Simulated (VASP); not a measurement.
# Ce: single point with RPBE

Ce:

```
Ce
1.0
     0.00000    2.42103    2.42103
     2.42103    0.00000    2.42103
     2.42103    2.42103    0.00000
Ce
1
Direct
  0.00000 0.00000 0.00000
```

| Property | Result |
| --- | --- |
| Program | VASP 6.6.1 |
| Task | single point |
| Functional | RPBE |
| Potentials or basis | VASP PAW PBE potentials, release 64 (Ce) |
| Cutoff | 520 eV |
| k mesh | 11 × 11 × 11 |
| Occupations | fermi-dirac, width 0.1 eV |
| Spin | no spin polarisation |

```json
{
  "Pressure": "-0.2 GPa",
  "Band gap on the k mesh": "zero (bands 6 and 7 overlap by 0.41 eV)"
}
```

Levels at points of the mesh, in eV from the Fermi level:
```
           k point  band 4  band 5  band 6  band 7  band 8  band 9
(0.00, 0.00, 0.00)  -16.16   -3.02   -0.12    0.39    0.39    0.39
```

Run time: 13 s on 1 thread of AMD EPYC 9R45 (Zen 5), on a shared host, peak memory 0.15 GiB.

Caveat: the PAW data sets were made with another functional, which shifts forces and pressure a little; spin-orbit coupling is left out, which moves the levels of the heavy elements; semilocal functionals describe open f shells poorly, which spoils levels, moments and volumes. Spin polarisation is off, so any magnetic state and its effect on volume and gap are missing.
